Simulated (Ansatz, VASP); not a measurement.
# Al in VASP and in Ansatz

File INCAR:

```
SYSTEM = Al
  PREC = Accurate
  ENCUT = 500
  EDIFF = 1E-6
  ISMEAR = -1
  SIGMA = 0.025851999786435532
  LREAL = .FALSE.
  LASPH = .TRUE.
  NELM = 120
  ALGO = Normal
  ISIF = 2
  LWAVE = .FALSE.
  LCHARG = .TRUE.
  GGA = PE
  LELF = .TRUE.
  LVHAR = .TRUE.
  NBANDS = 8
  GGA_COMPAT = .FALSE.
```

Contents of KPOINTS:

```
regular mesh
0
G
  8 8 8
  0 0 0
```

The input POSCAR:

```
Al
1.0
   -1.5912186900      1.5912186900      1.5912186900
    1.5912186900     -1.5912186900      1.5912186900
    1.5912186900      1.5912186900     -1.5912186900
Al
1
Direct
    0.0000000000      0.0000000000      0.0000000000
```

Input for Ansatz:

```yaml
crystal:
  lattice:
    - [-1.59121869, 1.59121869, 1.59121869]
    - [1.59121869, -1.59121869, 1.59121869]
    - [1.59121869, 1.59121869, -1.59121869]
  atoms:
    - { symbol: Al, position: [0.0, 0.0, 0.0] }
basis: {}
kpoints:
  mp_grid: { grid: [8, 8, 8] }
hamiltonian:
  xc: pbe
  pseudopotentials: { kind: paw, source: ansatz }
scf:
  occupations: { method: fermi_dirac, width: "300 K" }
output:
  forces: true
  stress: true
  eigenvalues: true
```

Alike in both runs: task single point; functional PBE; k mesh 8 × 8 × 8; no spin polarisation.

|  | VASP | Ansatz |
| --- | --- | --- |
| version | VASP 6.6.1 | Ansatz 0.2.0 |
| potentials or method | VASP PAW PBE potentials, release 64 (Al) | scalar-relativistic, plane waves, PAW (harder set) |
| plane-wave cutoff (eV) | 500 | 900 |
| occupations | fermi-dirac, width 0.025852 eV | fermi-dirac |
| valence electrons in the cell | 3 | 11 |

|  | VASP | Ansatz | Ansatz less VASP |
| --- | --- | --- | --- |
| gap on the k mesh at the Fermi level (eV) | none | none | - |
| pressure (GPa) | 4.3 | 4.4 | +0.02 |

A gap of «none» marks a metal or a gap that the smearing closes. VASP's potentials hold 3 valence electrons a cell and Ansatz's 11, so a difference there can come from the potentials and not from the codes.
